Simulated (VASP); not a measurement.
# Pb15AuO16 (a cell with a defect) in VASP: electric field gradients with PBE

Aim: the electric field gradients of Pb15AuO16 (a cell with a defect) with PBE.

Program: VASP 6.6.1. These are calculated values, not measurements. Logs are shortened: lines on timing, memory, paths and dates and some standing lists are left out, and cuts for length are marked.

### Step 1. The cell of the first run

The cell holds a defect, 32 atoms: a = 9.352 Å, b = 9.352 Å, c = 9.352 Å, α = 101.88°, β = 108.10°, γ = 118.91°.

### Step 2. Electric field gradients, PBE

Contents of INCAR:

```
ALGO     = Normal         # electronic algorithm
EDIFF    = 1E-8           # SCF threshold, eV
ENCUT    = 520            # plane-wave cutoff, eV
GGA      = PE             # functional
ISIF     = 2              # what is computed and relaxed
ISMEAR   = -1             # smearing method
LASPH    = T              # aspherical terms in the spheres
LCHARG   = F              # write CHGCAR
LEFG     = T            
LREAL    = Auto         
LUSENCCL = F            
LWAVE    = F              # write WAVECAR
NBANDS   = 180            # bands
NELECT   = 316.0        
NELM     = 100            # most SCF steps
PREC     = Accurate       # precision mode
SIGMA    = 0.01           # smearing width, eV
```

Contents of KPOINTS:

```
k-points
0
Gamma
  3 3 3
```

Contents of POSCAR:

```
Pb15AuO16
1.0
   -5.8931000000      5.4904000000      4.7528000000
    5.8931000000     -5.4904000000      4.7528000000
    5.8931000000      5.4904000000     -4.7528000000
Au Pb O
1 15 16
Direct
    0.6192000000      0.2398500000      0.6090500000
    0.1192000000      0.7398500000      0.6090500000
    0.1192000000      0.2398500000      0.1090500000
    0.6192000000      0.7398500000      0.1090500000
    0.3808000000      0.7601500000      0.3909500000
    0.8808000000      0.2601500000      0.3909500000
    0.8808000000      0.7601500000      0.8909500000
    0.3808000000      0.2601500000      0.8909500000
    0.6308000000      0.4898500000      0.3706500000
    0.1308000000      0.9898500000      0.3706500000
    0.1308000000      0.4898500000      0.8706500000
    0.6308000000      0.9898500000      0.8706500000
    0.3692000000      0.5101500000      0.6293500000
    0.8692000000      0.0101500000      0.6293500000
    0.8692000000      0.5101500000      0.1293500000
    0.3692000000      0.0101500000      0.1293500000
    0.1708500000      0.5576500000      0.4785000000
    0.6708500000      0.0576500000      0.4785000000
    0.6708500000      0.5576500000      0.9785000000
    0.1708500000      0.0576500000      0.9785000000
    0.8291500000      0.4423500000      0.5215000000
    0.3291500000      0.9423500000      0.5215000000
    0.3291500000      0.4423500000      0.0215000000
    0.8291500000      0.9423500000      0.0215000000
    0.5791500000      0.8076500000      0.6368000000
    0.0791500000      0.3076500000      0.6368000000
    0.0791500000      0.8076500000      0.1368000000
    0.5791500000      0.3076500000      0.1368000000
    0.4208500000      0.1923500000      0.3632000000
    0.9208500000      0.6923500000      0.3632000000
    0.9208500000      0.1923500000      0.8632000000
    0.4208500000      0.6923500000      0.8632000000
```

Potentials or basis: VASP PAW PBE potentials, release 64 (Au, Pb_d, O).

Started as:

```console
$ cat potpaw_PBE.64/Au/POTCAR potpaw_PBE.64/Pb_d/POTCAR potpaw_PBE.64/O/POTCAR > POTCAR
$ mpirun -np 1 vasp_std > vasp.out
```

OUTCAR:

```text
EDIFF = 1E-8
   ENCUT = 520
   GGA = PE
   ISIF = 2
   ISMEAR = -1
   LASPH = T
   LREAL = Auto
   NELECT = 316.0
   NELM = 100
   PREC = Accurate

 ion  position               nearest neighbor table
   1  0.619  0.240  0.609-  18 2.22  29 2.25  22 2.48  21 2.48  10 3.54   9 3.54   5 3.60   6 3.60
                            12 3.73  11 3.73  14 3.86  16 3.86
   2  0.119  0.740  0.609-  17 2.22  30 2.25  22 2.48  21 2.48   9 3.54  10 3.54   6 3.60   5 3.60
                            11 3.73  12 3.73  13 3.86  15 3.86   7 3.98   8 3.98
   3  0.119  0.240  0.109-  20 2.22  31 2.25  24 2.48  23 2.48  12 3.54  11 3.54   7 3.60   8 3.60
                            10 3.73   9 3.73  16 3.86  14 3.86   6 3.98   5 3.98
   4  0.619  0.740  0.109-  19 2.22  32 2.25  24 2.48  23 2.48  11 3.54  12 3.54   8 3.60   7 3.60
                             9 3.73  10 3.73  15 3.86  13 3.86   5 3.98   6 3.98
   5  0.381  0.760  0.391-  22 2.22  25 2.25  17 2.48  18 2.48  14 3.54  13 3.54   1 3.60   2 3.60
                            16 3.73  15 3.73  10 3.86  12 3.86   4 3.98   3 3.98
   6  0.881  0.260  0.391-  21 2.22  26 2.25  17 2.48  18 2.48  13 3.54  14 3.54   2 3.60   1 3.60
                            15 3.73  16 3.73   9 3.86  11 3.86   3 3.98   4 3.98
   7  0.881  0.760  0.891-  24 2.22  27 2.25  19 2.48  20 2.48  16 3.54  15 3.54   3 3.60   4 3.60
                            14 3.73  13 3.73  12 3.86  10 3.86   2 3.98
   8  0.381  0.260  0.891-  23 2.22  28 2.25  19 2.48  20 2.48  15 3.54  16 3.54   4 3.60   3 3.60
                            13 3.73  14 3.73  11 3.86   9 3.86   2 3.98
   9  0.631  0.490  0.371-  28 2.22  21 2.25  29 2.48  30 2.48   2 3.54   1 3.54  15 3.60  16 3.60
                             4 3.73   3 3.73   6 3.86   8 3.86  13 3.98  14 3.98
  10  0.131  0.990  0.371-  27 2.22  22 2.25  29 2.48  30 2.48   1 3.54   2 3.54  15 3.60  16 3.60
                             3 3.73   4 3.73   5 3.86   7 3.86  14 3.98  13 3.98
  11  0.131  0.490  0.871-  26 2.22  23 2.25  31 2.48  32 2.48   4 3.54   3 3.54  13 3.60  14 3.60
                             2 3.73   1 3.73   8 3.86   6 3.86  15 3.98  16 3.98
  12  0.631  0.990  0.871-  25 2.22  24 2.25  31 2.48  32 2.48   3 3.54   4 3.54  13 3.60  14 3.60
                             1 3.73   2 3.73   7 3.86   5 3.86  16 3.98  15 3.98
  13  0.369  0.510  0.629-  32 2.22  17 2.25  26 2.48  25 2.48   6 3.54   5 3.54  11 3.60  12 3.60
                             8 3.73   7 3.73   2 3.86   4 3.86   9 3.98  10 3.98
  14  0.869  0.010  0.629-  31 2.22  18 2.25  26 2.48  25 2.48   5 3.54   6 3.54  11 3.60  12 3.60
                             7 3.73   8 3.73   1 3.86   3 3.86  10 3.98   9 3.98
  15  0.869  0.510  0.129-  30 2.22  19 2.25  28 2.48  27 2.48   8 3.54   7 3.54   9 3.60  10 3.60
                             6 3.73   5 3.73   4 3.86   2 3.86  11 3.98  12 3.98
  16  0.369  0.010  0.129-  29 2.22  20 2.25  28 2.48  27 2.48   7 3.54   8 3.54   9 3.60  10 3.60
                             5 3.73   6 3.73   3 3.86   1 3.86  12 3.98  11 3.98
  17  0.171  0.558  0.478-   2 2.22  13 2.25   6 2.48   5 2.48
[... 1995 lines left out ...]

 VOLUME and BASIS-vectors are now :
 -----------------------------------------------------------------------------
  energy-cutoff  :      520.00
  volume of cell :      615.12
      direct lattice vectors                 reciprocal lattice vectors
    -5.893100000  5.490400000  4.752800000     0.000000000  0.091068046  0.105201145
     5.893100000 -5.490400000  4.752800000     0.084844988  0.000000000  0.105201145
     5.893100000  5.490400000 -4.752800000     0.084844988  0.091068046  0.000000000

 POSITION                                       TOTAL-FORCE (eV/Angst)
 -----------------------------------------------------------------------------------
      1.35365      5.42671      1.18820        -0.998922     -0.494990     -0.000000
      7.24675     -0.06369      1.18820         0.420297      0.182614     -0.000000
      1.35365     -0.06369      1.18820         0.384224      0.191778     -0.000000
      1.35365     -0.06369      5.94100         0.423617      0.216889     -0.000000
      4.53945      0.06369      3.56460        -0.458630     -0.156011      0.181113
     -1.35365      5.55409      3.56460        -0.458630     -0.156011     -0.181113
[... 24 lines left out ...]
      0.79380      8.73907      1.18820         0.096526     -0.146058      0.000000
      6.68690      3.24867      1.18820         0.178886     -0.200519      0.000000
 -----------------------------------------------------------------------------------
    total drift:                                0.000832      0.002273      0.000000

  FREE ENERGIE OF THE ION-ELECTRON SYSTEM (eV)
  ---------------------------------------------------
  free  energy   TOTEN  =      -170.9488411401 eV

  energy  without entropy=     -170.9353892327  energy(sigma->0) =     -170.94211519

 Electric field gradients (V/A^2)
---------------------------------------------------------------------
 ion       V_xx      V_yy      V_zz      V_xy      V_xz      V_yz
---------------------------------------------------------------------
   1      78.045   -77.943    -0.102    42.342     0.000     0.000
   2    -267.692    18.598   249.094  -159.507    -0.001    -0.001
   3    -274.211    17.729   256.482  -162.122    -0.001    -0.001
   4    -278.808    19.536   259.272  -171.452    -0.001    -0.001
   5    -263.123     9.828   253.295  -176.089    11.428    -4.378
   6    -263.123     9.828   253.295  -176.089   -11.429     4.377
[... 24 lines left out ...]
  31      26.563    -2.884   -23.679    30.253    -0.003    -0.003
  32      18.566    -3.216   -15.350    26.091    -0.003    -0.003
---------------------------------------------------------------------

 Electric field gradients after diagonalization (V/A^2)
 (convention: |V_zz| > |V_xx| > |V_yy|)
----------------------------------------------------------------------
 ion       V_xx      V_yy      V_zz     asymmetry (V_yy - V_xx)/ V_zz
----------------------------------------------------------------------
   1     -88.695    -0.102    88.797       0.998
   2     249.094    89.773  -338.867       0.470
   3     256.482    89.912  -346.394       0.481
   4     259.272    97.627  -356.898       0.453
   5     253.919    95.628  -349.547       0.453
   6     253.919    95.628  -349.547       0.453
[... 24 lines left out ...]
  31     -23.679   -21.806    45.485       0.041
  32     -20.597   -15.350    35.948       0.146
----------------------------------------------------------------------

           NMR quadrupolar parameters

 Cq : quadrupolar parameter    Cq=e*Q*V_zz/h
 eta: asymmetry parameters     (V_yy - V_xx)/ V_zz
 Q  : nuclear electric quadrupole moment in mb (millibarn)
----------------------------------------------------------------------
 ion       Cq(MHz)       eta       Q (mb)
----------------------------------------------------------------------
   1       0.215       0.998       1.000
   2      -0.819       0.470       1.000
   3      -0.838       0.481       1.000
   4      -0.863       0.453       1.000
   5      -0.845       0.453       1.000
   6      -0.845       0.453       1.000
[... 24 lines left out ...]
  31       0.110       0.041       1.000
  32       0.087       0.146       1.000
----------------------------------------------------------------------
```

Wall time 6.8 min (1 × NVIDIA H100 80GB with 1 thread of AMD EPYC 7R13 (Zen 3), shared host); peak memory 2 GiB.

Results:

```yaml
Free_energy: -170.9488 eV
Largest_force: 1.115 eV/Å
Largest_electric_field_gradient_by_atom: Au +88.8; Pb -338.9, -346.4, -356.9, -349.5, -347.7, -351.2, -346.6, -337.9, -308.7, -350.1, -352.4 (each value once); O +33.4, +104.5, +34.2, +32.6, -50.3, +37.2, +32.0, +33.5, +64.8, +28.3, +45.5, +35.9 (each value once) V/Å²
```

Forces in eV/Å, atoms in the order of the input:
```
Au  -0.999 -0.495  0.000
Pb   0.420  0.183  0.000
Pb   0.384  0.192  0.000
Pb   0.424  0.217  0.000
Pb  -0.459 -0.156  0.181
Pb  -0.459 -0.156 -0.181
Pb  -0.541 -0.192 -0.092
Pb  -0.541 -0.192  0.092
Pb   0.444 -0.135 -0.236
Pb   0.444 -0.135  0.236
Pb   0.447 -0.344 -0.150
Pb   0.447 -0.344  0.150
Pb  -0.514  0.307  0.000
Pb  -0.155  0.039  0.000
Pb  -0.546  0.113  0.000
Pb  -0.503  0.279  0.000
O   -0.090 -0.226  0.000
O    0.086 -0.064  0.000
O   -0.246 -0.153  0.000
O   -0.170 -0.184  0.000
O    0.658  0.413 -0.338
O    0.658  0.413  0.338
O    0.214  0.178 -0.028
O    0.214  0.178  0.028
O   -0.196  0.206  0.017
O   -0.196  0.206 -0.017
O   -0.155  0.216  0.015
O   -0.155  0.216 -0.015
O    0.558 -0.196  0.000
O    0.253 -0.039  0.000
O    0.097 -0.146  0.000
O    0.179 -0.201  0.000
```

Levels at points of the mesh, in eV from the Fermi level:
```tsv
k point	band 156	band 157	band 158	band 159	band 160	band 161
(0.00, 0.00, 0.00)	-0.38	-0.20	-0.01	0.06	1.54	3.24
```

Electric field gradients, principal values (V/Å²):
```
 atom    least   middle  greatest (by size)
 1 Au   -0.102  -88.695              88.797
 2 Pb   89.773  249.094            -338.867
 3 Pb   89.912  256.482            -346.394
 4 Pb   97.627  259.272            -356.898
 5 Pb   95.628  253.919            -349.547
 6 Pb   95.628  253.919            -349.547
 7 Pb   94.544  253.180            -347.725
 8 Pb   94.544  253.180            -347.725
 9 Pb   95.478  255.680            -351.158
10 Pb   95.478  255.680            -351.158
11 Pb   93.049  253.549            -346.598
12 Pb   93.049  253.549            -346.598
13 Pb   90.471  247.383            -337.854
14 Pb   52.612  256.088            -308.700
15 Pb   96.423  253.644            -350.067
16 Pb   97.161  255.275            -352.436
 17 O  -11.053  -22.298              33.351
 18 O  -50.929  -53.620             104.548
 19 O  -15.739  -18.427              34.165
 20 O  -15.257  -17.302              32.559
 21 O    9.664   40.621             -50.285
 22 O    9.664   40.615             -50.279
 23 O  -14.914  -22.263              37.178
 24 O  -14.916  -22.262              37.178
 25 O  -12.994  -19.049              32.043
 26 O  -12.993  -19.050              32.043
 27 O  -14.530  -18.932              33.461
 28 O  -14.529  -18.932              33.461
 29 O  -20.904  -43.942              64.846
 30 O  -13.323  -15.004              28.326
 31 O  -21.806  -23.679              45.485
 32 O  -15.350  -20.597              35.948
```

Caveat: the cell carries a net charge on a neutralising background, which shifts energy and pressure; the cell is charged against a uniform background, so pressure and absolute levels hang on convention; without QUAD_EFG the Cq values of the log hold for a quadrupole moment of 1 mb, not for the nuclei; spin-orbit coupling is left out, which moves the levels of the heavy elements.
